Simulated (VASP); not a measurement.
Set up this calculation in VASP 6.6.1, as the native input.

- Task: single point
- Functional: PBEsol
- Potentials or basis: VASP PAW PBE potentials, release 64 (W_sv, Se)
- Cutoff: 520 eV
- k mesh: 12 × 12 × 2
- Occupations: gaussian, width 0.05 eV
- Spin: no spin polarisation
- Dipole correction: no
- Further INCAR settings: ALGO = Normal; EDIFF = 1e-07; NBANDS = 35

The structure of WSe2 lies in POSCAR:

```
WSe2
1.0
    3.2711504299      0.0000000000      0.0000000000
   -1.6355752149      2.8328993719      0.0000000000
    0.0000000000      0.0000000000     13.2206659015
W Se
2 4
Direct
    0.2310431670      0.5917850678      0.2500000000
    0.7689568330      0.4082149322      0.7500000000
    0.4354143829      0.7413951815      0.6233861490
    0.5645856171      0.2586048185      0.1233861490
    0.4354143829      0.7413951815      0.8766138510
    0.5645856171      0.2586048185      0.3766138510
```

This cell differs from its parent crystal: atoms displaced along a vibrational mode.

These files were run (other wordings do the same):

INCAR

```
  PREC = Accurate
  ENCUT = 520
  EDIFF = 1E-7
  ISMEAR = 0
  SIGMA = 0.05
  LREAL = F
  LASPH = T
  NELM = 80
  ALGO = Normal
  ISIF = 2
  LWAVE = F
  LCHARG = F
  GGA = PS
  NBANDS = 35
```

KPOINTS

```
regular mesh
0
Gamma
  12 12 2
```

Potentials or basis: VASP PAW PBE potentials, release 64 (W_sv, Se).

Launch:

```sh
$ cat potpaw_PBE.64/W_sv/POTCAR potpaw_PBE.64/Se/POTCAR > POTCAR
$ mpirun -np 1 vasp_std > vasp.out
```

It gave:

```
Pressure               : 0.6 GPa
Largest force          : 0.055 eV/Å
Band gap on the k mesh : 1.02 eV (least direct gap 1.61 eV)
```

Caveat: the cell differs from its parent crystal (atoms displaced along a vibrational mode); the PAW data sets were made with another functional, which shifts forces and pressure a little; spin-orbit coupling is left out, which moves the levels of the heavy elements; this functional lacks dispersion, which binds layers or chains, so the pressure and a relaxed spacing across them are unreliable.

Run time: 12 min on 1 thread of Intel(R) Xeon(R) Platinum 8259CL CPU @ 2.50GHz (Skylake/Cascade Lake) (shared host), peak memory 0.6 GiB.
